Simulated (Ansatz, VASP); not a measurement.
One calculation of BaMgAsF, two programs

The input INCAR:

```
ALGO     = Normal         # electronic algorithm
EDIFF    = 1E-6           # SCF threshold, eV
EDIFFG   = -0.005         # ionic threshold
ENCUT    = 600            # plane-wave cutoff, eV
GGA      = CA             # functional
IBRION   = 2              # ionic algorithm
ISIF     = 3              # what is computed and relaxed
ISMEAR   = 0              # smearing method
LASPH    = T              # aspherical terms in the spheres
LCHARG   = F              # write CHGCAR
LREAL    = F              # projectors in reciprocal space
LWAVE    = F              # write WAVECAR
NELM     = 60             # most SCF steps
NSW      = 70             # ionic steps
PREC     = Accurate       # precision mode
SIGMA    = 0.02           # smearing width, eV
```

KPOINTS

```
k-points
0
Gamma
  6 6 4
```

POSCAR

```
BaMgAsF
1.0
    4.4176333074      0.0000000000      0.0000000000
    0.0000000000      4.4176333074      0.0000000000
    0.0000000000      0.0000000000      9.6873358226
Ba As Mg F
2 2 2 2
Direct
    0.5000000000      0.0000000000      0.1547361974
    0.0000000000      0.5000000000      0.8452638026
    0.5000000000      0.0000000000      0.6613527585
    0.0000000000      0.5000000000      0.3386472415
    0.5000000000      0.5000000000      0.5000000000
    0.0000000000      0.0000000000      0.5000000000
    0.5000000000      0.5000000000      0.0000000000
    0.0000000000      0.0000000000      0.0000000000
```

Input for Ansatz:

```yaml
crystal:
  lattice:
    - [4.4176333074, 0.0, 0.0]
    - [0.0, 4.4176333074, 0.0]
    - [0.0, 0.0, 9.6873358226]
  atoms:
    - { symbol: Ba, position: [0.5, 0.0, 0.1547361974] }
    - { symbol: Ba, position: [0.0, 0.5, 0.8452638026] }
    - { symbol: As, position: [0.5, 0.0, 0.6613527585] }
    - { symbol: As, position: [0.0, 0.5, 0.3386472415] }
    - { symbol: Mg, position: [0.5, 0.5, 0.5] }
    - { symbol: Mg, position: [0.0, 0.0, 0.5] }
    - { symbol: F, position: [0.5, 0.5, 0.0] }
    - { symbol: F, position: [0.0, 0.0, 0.0] }
basis:
  ecutwfc: 420
kpoints:
  mp_grid: { grid: [6, 6, 4] }
hamiltonian:
  xc: lda
scf:
  occupations: { method: gaussian, width: 0.02 }
output:
  forces: true
  stress: true
  eigenvalues: true
relax:
  adjacent_minimum: "off"
  f_tol: 0.005
  max_steps: 50
  cell: { stress_tol: 0.05 }
```

Alike in both runs: task relaxation of cell and atoms; functional LDA; k mesh 6 × 6 × 4; occupations gaussian, width 0.02 eV; no spin polarisation.

|  | VASP | Ansatz |
| --- | --- | --- |
| version | VASP 6.6.1 | Ansatz 0.2.0 |
| potentials or method | VASP PAW LDA potentials, release 64 (Ba_sv, As, Mg, F), cutoff 600 eV | scalar-relativistic, plane waves, PAW |
| valence electrons in the cell | 48 | 84 |

```csv
,VASP,Ansatz,Ansatz less VASP
"gap on the k mesh at the Fermi level, each at its own relaxed structure (eV)",1.46,1.47,+0.011
relaxed volume (Å³/atom),21.89,21.67,-0.220
relaxed length of the cell vector where the two differ most in proportion (Å),9.359,9.312,-0.0476
```

LDA's correlation is that of Perdew and Zunger in VASP and of Perdew and Wang (1992) in Ansatz. VASP's potentials hold 48 valence electrons a cell and Ansatz's 84, so a difference there can come from the potentials and not from the codes.

Neither program's run includes spin-orbit coupling.
